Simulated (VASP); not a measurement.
# Cd (P6_3/mmc) in VASP: further runs

Cd is run at these levels: LDA; tasks: single point, relaxation of volume and atoms at fixed shape.

All numbers are computed with VASP 6.6.1; they aren't measurements. Logs are shortened: lines on timing, memory, paths and dates and some standing lists are left out, and cuts for length are marked.

### Step 1. The cell of the first run

The structure is hexagonal, space group P6_3/mmc (No. 194). The conventional cell has a = 2.908 Å, b = 2.908 Å, c = 5.484 Å, α = 90.00°, β = 90.00°, γ = 120.00°. Cd (site symmetry -6m2) has 12 Cd at 2.91 to 3.22 Å within 3.8 Å.

### Step 2. Single point, LDA

Input file INCAR:

```
SYSTEM = Cd
ALGO = Normal ; EDIFF = 1E-6
ENCUT = 520 ; GGA = CA
ISIF = 2 ; ISMEAR = -1
LASPH = .TRUE. ; LCHARG = .FALSE.
LREAL = .FALSE. ; LWAVE = .FALSE.
NBANDS = 19 ; NELM = 80
PREC = Accurate ; SIGMA = 0.05
```

Input file KPOINTS:

```
k-points
0
G
  9 9 4
  0 0 0
```

Input file POSCAR:

```
Cd
1.0
    2.9082345046      0.0000000000      0.0000000000
   -1.4541172523      2.5186049612      0.0000000000
    0.0000000000      0.0000000000      5.4844433843
Cd
2
Direct
    0.3333333333      0.6666666667      0.2500000000
    0.6666666667      0.3333333333      0.7500000000
```

Potentials or basis: VASP PAW LDA potentials, release 64 (Cd).

On the command line:

```bash
$ cat potpaw_LDA.64/Cd/POTCAR > POTCAR
$ mpirun -np 1 vasp_std > vasp.out
```

OUTCAR:

```text
SYSTEM = Cd
   EDIFF = 1E-6
   ENCUT = 520
   GGA = CA
   ISIF = 2
   ISMEAR = -1
   LASPH = .TRUE.
   LREAL = .FALSE.
   NELM = 80
   PREC = Accurate

 ion  position               nearest neighbor table
   1  0.333  0.667  0.250-   2 3.22   2 3.22   2 3.22   2 3.22   2 3.22   2 3.22
   2  0.667  0.333  0.750-   1 3.22   1 3.22   1 3.22   1 3.22   1 3.22   1 3.22

  LATTYP: Found a hexagonal cell.
 ALAT       =     2.9082345046
 C/A-ratio  =     1.8858325818

  Lattice vectors:

 A1 = (   2.9082345046,   0.0000000000,   0.0000000000)
 A2 = (  -1.4541172523,   2.5186049612,   0.0000000000)
 A3 = (   0.0000000000,   0.0000000000,   5.4844433843)

Analysis of symmetry for initial positions (statically):
=====================================================================
 Subroutine PRICEL returns:
 Original cell was already a primitive cell.

 Routine SETGRP: Setting up the symmetry group for a
 hexagonal supercell.

 Subroutine GETGRP returns: Found 24 space group operations
 (whereof 12 operations were pure point group operations)
 out of a pool of 24 trial point group operations.

The static configuration has the point symmetry D_3d.
 The point group associated with its full space group is D_6h.

Analysis of symmetry for dynamics (positions and initial velocities):
=====================================================================
 Subroutine PRICEL returns:
 Original cell was already a primitive cell.

 Routine SETGRP: Setting up the symmetry group for a
 hexagonal supercell.

 Subroutine GETGRP returns: Found 24 space group operations
 (whereof 12 operations were pure point group operations)
 out of a pool of 24 trial point group operations.

The dynamic configuration has the point symmetry D_3d.
 The point group associated with its full space group is D_6h.

 Subroutine INISYM returns: Found 24 space group operations
 (whereof 12 operations are pure point group operations),
 and found     1 'primitive' translations

----------------------------------------------------------------------------------------

                                     Primitive cell

  volume of cell :      40.1719

  direct lattice vectors                    reciprocal lattice vectors
     2.908234505  0.000000000  0.000000000     0.343851226  0.198522598  0.000000000
    -1.454117252  2.518604961  0.000000000     0.000000000  0.397045196  0.000000000
     0.000000000  0.000000000  5.484443384     0.000000000  0.000000000  0.182333909

  length of vectors
     2.908234505  2.908234505  5.484443384     0.397045196  0.397045196  0.182333909

  position of ions in fractional coordinates (direct lattice)
     0.333333333  0.666666667  0.250000000
     0.666666667  0.333333333  0.750000000

  ion indices of the primitive-cell ions
   primitive index   ion index
                 1           1
                 2           2

----------------------------------------------------------------------------------------

 KPOINTS: k-points

Automatic generation of k-mesh.
 Grid dimensions read from file:
 generate k-points for:    9    9    4

 Generating k-lattice:

  Cartesian coordinates                     Fractional coordinates (reciprocal lattice)
     0.038205692  0.022058066  0.000000000     0.111111111  0.000000000  0.000000000
     0.000000000  0.044116133  0.000000000     0.000000000  0.111111111  0.000000000
     0.000000000  0.000000000  0.045583477     0.000000000  0.000000000  0.250000000

  Length of vectors
     0.044116133  0.044116133  0.045583477

  Shift w.r.t. Gamma in fractional coordinates (k-lattice)
     0.000000000  0.000000000  0.000000000

 Subroutine IBZKPT returns following result:
 ===========================================

 Found     36 irreducible k-points:

 Following reciprocal coordinates:
            Coordinates               Weight
  0.000000  0.000000  0.000000      1.000000
  0.111111  0.000000  0.000000      6.000000
  0.222222  0.000000  0.000000      6.000000
  0.333333 -0.000000  0.000000      6.000000
  0.444444  0.000000  0.000000      6.000000
  0.111111  0.111111  0.000000      6.000000
[... 16 lines left out ...]
  0.333333  0.222222  0.250000     24.000000
  0.333333  0.333333  0.250000      4.000000
 [... further k-points ...]
   k-points           NKPTS =     36   k-points in BZ     NKDIM =     36   number of bands    NBANDS=     19
   number of dos      NEDOS =    301   number of ions     NIONS =      2
   total plane-waves  NPLWV =  24192
   dimension x,y,z NGX =    24 NGY =   24 NGZ =   42
   dimension x,y,z NGXF=    48 NGYF=   48 NGZF=   84
   ions per type =               2
   NGX,Y,Z   is equivalent  to a cutoff of  13.72, 13.72, 12.73 a.u.
   NGXF,Y,Z  is equivalent  to a cutoff of  27.44, 27.44, 25.46 a.u.
 SYSTEM =  Cd
   PREC   = accura    normal or accurate (medium, high low for compatibility)
   ISTART =      0    job   : 0-new  1-cont  2-samecut
   ICHARG =      2    charge: 1-file 2-atom 10-const
   ISPIN  =      1    spin polarized calculation?
   LNONCOLLINEAR =      F non collinear calculations
   LSORBIT =      F    spin-orbit coupling
   LASPH  =      T    aspherical Exc in radial PAW
   ENCUT  =  520.0 eV  38.22 Ry    6.18 a.u.   5.41  5.41 10.20*2*pi/ulx,y,z
   NELM   =     80;   NELMIN=  2; NELMDL= -5     # of ELM steps
   EDIFF  = 0.1E-05   stopping-criterion for ELM
   LREAL  =      F    real-space projection
   EDIFFG = 0.1E-04   stopping-criterion for IOM
   NSW    =      0    number of steps for IOM
   IBRION =     -1    ionic relax: 0-MD 1-quasi-New 2-CG
   NFREE  =      0    steps in history (QN), initial steepest desc. (CG)
   ISIF   =      2    stress and relaxation
   ISYM   =      2    0-nonsym 1-usesym 2-fastsym
   POTIM  = 0.5000    time-step for ionic-motion
   TEBEG  =    0.0;   TEEND  =   0.0 temperature during run
   PSTRESS=    0.0 pullay stress
   NELECT =      24.0000    total number of electrons
   NUPDOWN=      -1.0000    fix difference up-down
   EMIN   =  10.00;   EMAX   =-10.00  energy-range for DOS
   EFERMI =   0.00;   METHOD = LEGACY
   ISMEAR =    -1;   SIGMA  =   0.05  broadening in eV -4-tet -1-fermi 0-gaus
   EFERMI_NEDOS =   21; number of points for ismear=-14 and -15
   IALGO  =     38    algorithm
   IMIX   =      4    mixing-type and parameters
     AMIX     =   0.40;   BMIX     =  1.00
     AMIX_MAG =   1.60;   BMIX_MAG =  1.00
  volume/ion in A,a.u.               =      20.09       135.55
  Fermi-wavevector in a.u.,A,eV,Ry     =   1.378810  2.605574 25.866284  1.901118
  Thomas-Fermi vector in A             =   2.503838
   LORBIT       =      0    0 simple, 1 ext, 2 COOP (PROOUT), +10 PAW based schemes
   GGA     = CA    functional components
   LHFCALC =     F    Hartree Fock is set to
   AEXX    =    0.0000 exact exchange contribution
   IVDW    =     0    specifies the selected vdW correction
   LEPSILON=     F    determine dielectric tensor
   LRPA    =     F    only Hartree local field effects (RPA)
 non-spin polarized calculation
  energy-cutoff  :      520.00
  volume of cell :       40.17
 maximum number of plane-waves:      1101
 NGX is ok and might be reduce to    24
   NGX = 11   NGY = 11   NGZ = 21

 number of electron      24.0000014 magnetization

 Free energy of the ion-electron system (eV)
  ---------------------------------------------------
  ext. energy  EPLUGINS =         0.00000000
  ---------------------------------------------------
  free energy    TOTEN  =        -3.00393017 eV

  energy without entropy =       -2.99425010  energy(sigma->0) =       -2.99909013

 E-fermi :   3.5402     XC(G=0): -11.7560

 val. band max:        3.5309300457   @ k =   0.3333   0.2222   0.2500
 cond. band min:       3.6530646870   @ k =   0.3333   0.3333   0.2500
 fundamental gap:      0.1221346413
 Fermi energy:         3.5402001938

 k-point     1 :       0.0000    0.0000    0.0000
  band No.  band energies     occupation
      1      -6.9127      2.00000
      2      -6.6242      2.00000
      3      -6.1288      2.00000
      4      -6.1288      2.00000
      5      -6.0910      2.00000
      6      -6.0675      2.00000
[... 11 lines left out ...]
     18      18.9625      0.00000
     19      19.4855      0.00000

 k-point     2 :       0.1111    0.0000    0.0000
  band No.  band energies     occupation
      1      -6.7729      2.00000
      2      -6.4661      2.00000
      3      -6.1926      2.00000
      4      -6.1145      2.00000
      5      -5.9981      2.00000
      6      -5.9416      2.00000
[... 11 lines left out ...]
     18      18.8059      0.00000
     19      19.7899      0.00000

 k-point     3 :       0.2222    0.0000    0.0000
  band No.  band energies     occupation
      1      -6.6884      2.00000
      2      -6.4229      2.00000
      3      -6.2025      2.00000
      4      -5.9987      2.00000
      5      -5.9513      2.00000
      6      -5.6844      2.00000
[... 11 lines left out ...]
     18      16.5918      0.00000
     19      17.3295      0.00000

 k-point     4 :       0.3333   -0.0000    0.0000
  band No.  band energies     occupation
      1      -6.8799      2.00000
      2      -6.6510      2.00000
      3      -6.3897      2.00000
      4      -5.9291      2.00000
      5      -5.9115      2.00000
      6      -5.7698      2.00000
[... 11 lines left out ...]
     18      16.9354      0.00000
     19      17.9700      0.00000

 k-point     5 :       0.4444    0.0000    0.0000
  band No.  band energies     occupation
      1      -7.0275      2.00000
      2      -6.8027      2.00000
      3      -6.6104      2.00000
      4      -6.0477      2.00000
      5      -5.8358      2.00000
      6      -5.7659      2.00000
[... 11 lines left out ...]
     18      16.7576      0.00000
     19      16.8666      0.00000
[... 334 lines left out ...]
      2      -6.7481      2.00000
      3      -6.5629      2.00000
      4      -6.2848      2.00000
      5      -5.8746      2.00000
      6      -5.5215      2.00000
[... 11 lines left out ...]
     18      12.9964      0.00000
     19      17.3378      0.00000

 k-point    22 :       0.2222    0.2222    0.2500
  band No.  band energies     occupation
      1      -6.4970      2.00000
      2      -6.4260      2.00000
      3      -6.2859      2.00000
      4      -6.2361      2.00000
      5      -6.0260      2.00000
      6      -5.7712      2.00000
[... 11 lines left out ...]
     18      13.7754      0.00000
     19      15.7648      0.00000

 k-point    23 :       0.3333    0.2222    0.2500
  band No.  band energies     occupation
      1      -6.5289      2.00000
      2      -6.4661      2.00000
      3      -6.2744      2.00000
      4      -6.2309      2.00000
      5      -6.0642      2.00000
      6      -5.6730      2.00000
[... 11 lines left out ...]
     18      12.1350      0.00000
     19      14.8423      0.00000

 k-point    24 :       0.3333    0.3333    0.2500
  band No.  band energies     occupation
      1      -6.3783      2.00000
      2      -6.2673      2.00000
      3      -6.2673      2.00000
      4      -6.0250      2.00000
      5      -5.9496      2.00000
      6      -5.9496      2.00000
[... 11 lines left out ...]
     18      11.5173      0.00000
     19      12.8917      0.00000

 [... further k-points ...]
[... 5 lines left out ...]
  --------------------------------------------------------------------------------------
  -------------------------------------------------------------------------------------
  Total        0.0394042      0.0394042      0.4216001      0.0000000      0.0000000      0.0000000
  in kB        1.5715619      1.5715619     16.8147033      0.0000000      0.0000000      0.0000000
  external PRESSURE =       6.6526090 kB  Pullay stress =       0.0000000 kB

 VOLUME and BASIS-vectors are now :
 -----------------------------------------------------------------------------
  energy-cutoff  :      520.00
  volume of cell :       40.17
      direct lattice vectors                 reciprocal lattice vectors
     2.908234505  0.000000000  0.000000000     0.343851226  0.198522598  0.000000000
    -1.454117252  2.518604961  0.000000000     0.000000000  0.397045196  0.000000000
     0.000000000  0.000000000  5.484443384     0.000000000  0.000000000  0.182333909

 POSITION                                       TOTAL-FORCE (eV/Angst)
 -----------------------------------------------------------------------------------
     -0.00000      1.67907      1.37111         0.000000      0.000000      0.000000
      1.45412      0.83953      4.11333        -0.000000     -0.000000      0.000000
 -----------------------------------------------------------------------------------
    total drift:                               -0.000000      0.000000      0.000000

  FREE ENERGIE OF THE ION-ELECTRON SYSTEM (eV)
  ---------------------------------------------------
  free  energy   TOTEN  =        -3.0039301652 eV

  energy  without entropy=       -2.9942500977  energy(sigma->0) =       -2.99909013
```

Run time: 18 s. Hardware: 1 thread of Intel Xeon 8259CL, shared host; peak memory 0.15 GiB.

What came out:

| Property | Result |
| --- | --- |
| Free energy | -3.0039 eV |
| Pressure | 0.7 GPa |
| Band gap on the k mesh | zero (bands 12 and 13 overlap by 4.06 eV) |

Stress tensor (GPa, compression positive):
```
0.16 0.00 0.00
0.00 0.16 0.00
0.00 0.00 1.68
```

Levels at points of the mesh, in eV from the Fermi level:
```tsv
k point	band 8	band 9	band 10	band 11	band 12	band 13	band 14	band 15	band 16	band 17
(0.00, 0.00, 0.00)	-9.05	-9.05	-8.75	-8.75	-3.65	-3.27	10.68	14.59	15.31	15.31
(0.00, 0.00, 0.50)	-8.88	-8.88	-8.88	-8.06	-8.06	3.65	3.65	14.92	14.92	16.28
```

(Part 1 of 2 ends here.)
